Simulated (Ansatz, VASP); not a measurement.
**One calculation of Mo, two programs**

```
Mo
1.0
     2.24656    0.00000    0.00000
     0.00000    2.24656    0.00000
     0.00000    0.00000    2.24656
Mo
1
Direct
  0.00000 0.00000 0.00000
```

Change from the starting cell: volume scaled by 0.68, LAPW.

Alike in both runs: task single point; functional LDA; k mesh 17 × 17 × 17; occupations fermi-dirac, width 0.05 eV; no spin polarisation.

|  | VASP | Ansatz |
| --- | --- | --- |
| version | VASP 6.6.1 | Ansatz 0.2.0 |
| potentials or method | VASP PAW LDA potentials, release 64 (Mo_sv), cutoff 520 eV | all-electron LAPW, scalar-relativistic |

Ansatz gave:

* pressure (GPa): 183.6

Q: Estimate VASP's values.

A: Pressure (GPa): 188.1.

LDA's correlation is that of Perdew and Zunger in VASP and of Perdew and Wang (1992) in Ansatz. Both programs put the cell under a high pressure, so it lies far from rest at this level. Ansatz ran all-electron here, and VASP with PAW potentials.

Noted on VASP's run: the cell as given lies far from equilibrium.
